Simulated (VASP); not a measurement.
# Rb (P6_3/mmc) in VASP: further runs, part 2 of 2

VASP 6.6.1. Earlier steps stand in the parts before.

## Step 3: Single point, RPBE

This run uses another cell than the first one, of 100.87 Å³/atom.

INCAR reads:

```
PREC     = Accurate       # precision mode
ENCUT    = 520            # plane-wave cutoff, eV
EDIFF    = 1E-7           # SCF threshold, eV
ISMEAR   = -1             # smearing method
SIGMA    = 0.1            # smearing width, eV
LREAL    = False          # projectors in reciprocal space
LASPH    = True           # aspherical terms in the spheres
NELM     = 60             # most SCF steps
ALGO     = Normal         # electronic algorithm
ISIF     = 2              # what is computed and relaxed
LWAVE    = False          # write WAVECAR
LCHARG   = True           # write CHGCAR
GGA      = RP             # functional
LELF     = True           # ELF
LVHAR    = True         
NBANDS   = 16             # bands
```

KPOINTS reads:

```
Automatic mesh
0
Gamma
  12 12 6
```

POSCAR reads:

```
Rb
1.0
    5.2082014682      0.0000000000      0.0000000000
   -2.6041007341      4.5104347795      0.0000000000
    0.0000000000      0.0000000000      8.5876035586
Rb
2
Direct
    0.3333333333      0.6666666667      0.2500000000
    0.6666666667      0.3333333333      0.7500000000
```

Potentials or basis: VASP PAW PBE potentials, release 64 (Rb_sv).

Command:

```console
> cat potpaw_PBE.64/Rb_sv/POTCAR > POTCAR
> mpirun -np 1 vasp_std > vasp.out
```

OUTCAR:

```text
PREC = Accurate
   ENCUT = 520
   EDIFF = 1E-7
   ISMEAR = -1
   LREAL = False
   LASPH = True
   NELM = 60
   ISIF = 2
   GGA = RP

 ion  position               nearest neighbor table
   1  0.333  0.667  0.250-   2 5.24   2 5.24   2 5.24   2 5.24   2 5.24   2 5.24
   2  0.667  0.333  0.750-   1 5.24   1 5.24   1 5.24   1 5.24   1 5.24   1 5.24

  LATTYP: Found a hexagonal cell.
 ALAT       =     5.2082014682
 C/A-ratio  =     1.6488616293

  Lattice vectors:

 A1 = (   5.2082014682,   0.0000000000,   0.0000000000)
 A2 = (  -2.6041007341,   4.5104347795,   0.0000000000)
 A3 = (   0.0000000000,   0.0000000000,   8.5876035586)

Analysis of symmetry for initial positions (statically):
=====================================================================
 Subroutine PRICEL returns:
 Original cell was already a primitive cell.

 Routine SETGRP: Setting up the symmetry group for a
 hexagonal supercell.

 Subroutine GETGRP returns: Found 24 space group operations
 (whereof 12 operations were pure point group operations)
 out of a pool of 24 trial point group operations.

The static configuration has the point symmetry D_3d.
 The point group associated with its full space group is D_6h.

Analysis of symmetry for dynamics (positions and initial velocities):
=====================================================================
 Subroutine PRICEL returns:
 Original cell was already a primitive cell.

 Routine SETGRP: Setting up the symmetry group for a
 hexagonal supercell.

 Subroutine GETGRP returns: Found 24 space group operations
 (whereof 12 operations were pure point group operations)
 out of a pool of 24 trial point group operations.

The dynamic configuration has the point symmetry D_3d.
 The point group associated with its full space group is D_6h.

 Subroutine INISYM returns: Found 24 space group operations
 (whereof 12 operations are pure point group operations),
 and found     1 'primitive' translations

----------------------------------------------------------------------------------------

                                     Primitive cell

  volume of cell :     201.7336

  direct lattice vectors                    reciprocal lattice vectors
     5.208201468  0.000000000  0.000000000     0.192004861  0.110854058  0.000000000
    -2.604100734  4.510434779  0.000000000     0.000000000  0.221708117  0.000000000
     0.000000000  0.000000000  8.587603559     0.000000000  0.000000000  0.116446922

  length of vectors
     5.208201468  5.208201468  8.587603559     0.221708117  0.221708117  0.116446922

  position of ions in fractional coordinates (direct lattice)
     0.333333333  0.666666667  0.250000000
     0.666666667  0.333333333  0.750000000

  ion indices of the primitive-cell ions
   primitive index   ion index
                 1           1
                 2           2

----------------------------------------------------------------------------------------

 KPOINTS: Automatic mesh

Automatic generation of k-mesh.
 Grid dimensions read from file:
 generate k-points for:   12   12    6

 Generating k-lattice:

  Cartesian coordinates                     Fractional coordinates (reciprocal lattice)
     0.016000405  0.009237838  0.000000000     0.083333333 -0.000000000  0.000000000
     0.000000000  0.018475676  0.000000000     0.000000000  0.083333333  0.000000000
     0.000000000  0.000000000  0.019407820     0.000000000  0.000000000  0.166666667

  Length of vectors
     0.018475676  0.018475676  0.019407820

  Shift w.r.t. Gamma in fractional coordinates (k-lattice)
     0.000000000  0.000000000  0.000000000

 Subroutine IBZKPT returns following result:
 ===========================================

 Found     76 irreducible k-points:

 Following reciprocal coordinates:
            Coordinates               Weight
  0.000000  0.000000  0.000000      1.000000
  0.083333  0.000000  0.000000      6.000000
  0.166667  0.000000  0.000000      6.000000
  0.250000  0.000000  0.000000      6.000000
  0.333333  0.000000  0.000000      6.000000
  0.416667  0.000000  0.000000      6.000000
[... 16 lines left out ...]
  0.250000  0.000000  0.166667     12.000000
  0.333333  0.000000  0.166667     12.000000
 [... further k-points ...]
   k-points           NKPTS =     76   k-points in BZ     NKDIM =     76   number of bands    NBANDS=     16
   number of dos      NEDOS =    301   number of ions     NIONS =      2
   total plane-waves  NPLWV = 102400
   dimension x,y,z NGX =    40 NGY =   40 NGZ =   64
   dimension x,y,z NGXF=    80 NGYF=   80 NGZF=  128
   ions per type =               2
   NGX,Y,Z   is equivalent  to a cutoff of  12.77, 12.77, 12.39 a.u.
   NGXF,Y,Z  is equivalent  to a cutoff of  25.54, 25.54, 24.78 a.u.
 SYSTEM =  unknown system
   PREC   = accura    normal or accurate (medium, high low for compatibility)
   ISTART =      0    job   : 0-new  1-cont  2-samecut
   ICHARG =      2    charge: 1-file 2-atom 10-const
   ISPIN  =      1    spin polarized calculation?
   LNONCOLLINEAR =      F non collinear calculations
   LSORBIT =      F    spin-orbit coupling
   LASPH  =      T    aspherical Exc in radial PAW
   ENCUT  =  520.0 eV  38.22 Ry    6.18 a.u.   9.68  9.68 15.97*2*pi/ulx,y,z
   NELM   =     60;   NELMIN=  2; NELMDL= -5     # of ELM steps
   EDIFF  = 0.1E-06   stopping-criterion for ELM
   LREAL  =      F    real-space projection
   EDIFFG = 0.1E-05   stopping-criterion for IOM
   NSW    =      0    number of steps for IOM
   IBRION =     -1    ionic relax: 0-MD 1-quasi-New 2-CG
   NFREE  =      0    steps in history (QN), initial steepest desc. (CG)
   ISIF   =      2    stress and relaxation
   ISYM   =      2    0-nonsym 1-usesym 2-fastsym
   POTIM  = 0.5000    time-step for ionic-motion
   TEBEG  =    0.0;   TEEND  =   0.0 temperature during run
   PSTRESS=    0.0 pullay stress
   NELECT =      18.0000    total number of electrons
   NUPDOWN=      -1.0000    fix difference up-down
   EMIN   =  10.00;   EMAX   =-10.00  energy-range for DOS
   EFERMI =   0.00;   METHOD = LEGACY
   ISMEAR =    -1;   SIGMA  =   0.10  broadening in eV -4-tet -1-fermi 0-gaus
   EFERMI_NEDOS =   21; number of points for ismear=-14 and -15
   IALGO  =     38    algorithm
   IMIX   =      4    mixing-type and parameters
     AMIX     =   0.40;   BMIX     =  1.00
     AMIX_MAG =   1.60;   BMIX_MAG =  1.00
  volume/ion in A,a.u.               =     100.87       680.68
  Fermi-wavevector in a.u.,A,eV,Ry     =   0.731543  1.382415  7.281220  0.535155
  Thomas-Fermi vector in A             =   1.823785
   LORBIT       =      0    0 simple, 1 ext, 2 COOP (PROOUT), +10 PAW based schemes
   GGA     = RP    functional components
   LHFCALC =     F    Hartree Fock is set to
   AEXX    =    0.0000 exact exchange contribution
   IVDW    =     0    specifies the selected vdW correction
   LEPSILON=     F    determine dielectric tensor
   LRPA    =     F    only Hartree local field effects (RPA)
 non-spin polarized calculation
  energy-cutoff  :      520.00
  volume of cell :      201.73
 maximum number of plane-waves:      5456
 NGX is ok and might be reduce to    40
   NGX = 19   NGY = 19   NGZ = 31

 number of electron      18.0000000 magnetization

 Free energy of the ion-electron system (eV)
  ---------------------------------------------------
  ext. energy  EPLUGINS =         0.00000000
  ---------------------------------------------------
  free energy    TOTEN  =        -1.68283478 eV

  energy without entropy =       -1.62142497  energy(sigma->0) =       -1.65212987

 E-fermi :  -0.0845     XC(G=0):  -5.0962

 val. band max:       -0.0867436459   @ k =   0.3333   0.1667   0.3333
 cond. band min:      -0.0257209461   @ k =   0.3333   0.0000   0.3333
 fundamental gap:      0.0610226998
 Fermi energy:        -0.0845243344

 k-point     1 :       0.0000    0.0000    0.0000
  band No.  band energies     occupation
      1     -29.0871      2.00000
      2     -29.0850      2.00000
      3     -13.2101      2.00000
      4     -13.1573      2.00000
      5     -13.1573      2.00000
      6     -13.1488      2.00000
[... 8 lines left out ...]
     15       3.7208      0.00000
     16       3.7208      0.00000
[... 419 lines left out ...]
 k-point    24 :       0.3333    0.0000    0.1667
  band No.  band energies     occupation
      1     -29.0855      2.00000
      2     -29.0844      2.00000
      3     -13.1992      2.00000
      4     -13.1892      2.00000
      5     -13.1838      2.00000
      6     -13.1676      2.00000
[... 8 lines left out ...]
     15       3.4493      0.00000
     16       3.8331      0.00000

 [... further k-points ...]
[... 5 lines left out ...]
  --------------------------------------------------------------------------------------
  -------------------------------------------------------------------------------------
  Total        0.0280736      0.0280736     -0.0196918      0.0000000      0.0000000      0.0000000
  in kB        0.2229620      0.2229620     -0.1563931      0.0000000      0.0000000      0.0000000
  external PRESSURE =       0.0965103 kB  Pullay stress =       0.0000000 kB

 VOLUME and BASIS-vectors are now :
 -----------------------------------------------------------------------------
  energy-cutoff  :      520.00
  volume of cell :      201.73
      direct lattice vectors                 reciprocal lattice vectors
     5.208201468  0.000000000  0.000000000     0.192004861  0.110854058  0.000000000
    -2.604100734  4.510434779  0.000000000     0.000000000  0.221708117  0.000000000
     0.000000000  0.000000000  8.587603559     0.000000000  0.000000000  0.116446922

 POSITION                                       TOTAL-FORCE (eV/Angst)
 -----------------------------------------------------------------------------------
     -0.00000      3.00696      2.14690         0.000000     -0.000000     -0.000000
      2.60410      1.50348      6.44070        -0.000000      0.000000      0.000000
 -----------------------------------------------------------------------------------
    total drift:                               -0.000000      0.000000     -0.000000

  FREE ENERGIE OF THE ION-ELECTRON SYSTEM (eV)
  ---------------------------------------------------
  free  energy   TOTEN  =        -1.6828347768 eV

  energy  without entropy=       -1.6214249691  energy(sigma->0) =       -1.65212987
```

Run time: 5.6 min. Hardware: 1 thread of Intel Xeon 8259CL, shared host; peak memory 0.43 GiB.

Results:

```yaml
Free_energy: -1.6828 eV
Pressure: 0.0 GPa
Band_gap_on_the_k_mesh: zero (bands 9 and 10 overlap by 2.25 eV)
```

Caveat: the PAW data sets were made with another functional, which shifts forces and pressure a little.
